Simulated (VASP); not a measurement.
A run of VASP 6.6.1 is set up as follows.

The input INCAR:

```
SYSTEM = Sn
PREC     = Accurate       ! precision mode
ENCUT    = 600            ! plane-wave cutoff, eV
EDIFF    = 1E-7           ! SCF threshold, eV
ISMEAR   = -1             ! smearing method
SIGMA    = 0.1            ! smearing width, eV
LREAL    = .False.        ! projectors in reciprocal space
LASPH    = .True.         ! aspherical terms in the spheres
NELM     = 60             ! most SCF steps
ALGO     = Normal         ! electronic algorithm
ISIF     = 3              ! what is computed and relaxed
LWAVE    = .False.        ! write WAVECAR
LCHARG   = .False.        ! write CHGCAR
GGA      = PE             ! functional
IBRION   = 2              ! ionic algorithm
NSW      = 60             ! ionic steps
EDIFFG   = -0.005         ! ionic threshold
PSTRESS  = 160.0
```

Contents of KPOINTS:

```
regular mesh
0
Gamma
  11 11 11
  0 0 0
```

File POSCAR:

```
Sn
1.0
    0.0000000000      2.9637042622      2.9637042622
    2.9637042622      0.0000000000      2.9637042622
    2.9637042622      2.9637042622      0.0000000000
Sn
2
Direct
   -0.1250000000     -0.1250000000     -0.1250000000
    0.1250000000      0.1250000000      0.1250000000
```

Potentials or basis: VASP PAW PBE potentials, release 64 (Sn_d).

Launch:

```console
$ cat potpaw_PBE.64/Sn_d/POTCAR > POTCAR
$ mpirun -np 1 vasp_std > vasp.out
```

Problem. Predict the relaxed cell.

Solution. a = 4.335 Å, b = 4.335 Å, c = 4.335 Å, α = 60.00°, β = 60.00°, γ = 60.00°.

Problem. Estimate the space group after relaxing (to 0.1 Å).

Solution. Fd-3m (No. 227).

Problem. Estimate the relaxed volume.

Solution. 28.79 Å³/atom.

Final structure:
```yaml
crystal:
  lattice:
    - [0.00000, 3.06505, 3.06505]
    - [3.06505, 0.00000, 3.06505]
    - [3.06505, 3.06505, 0.00000]
  atoms:
    - { symbol: Sn, position: [0.87500, 0.87500, 0.87500] }
    - { symbol: Sn, position: [0.12500, 0.12500, 0.12500] }
```

Caveat: the cell is relaxed towards a set pressure, so the run minimises the enthalpy, not the energy.
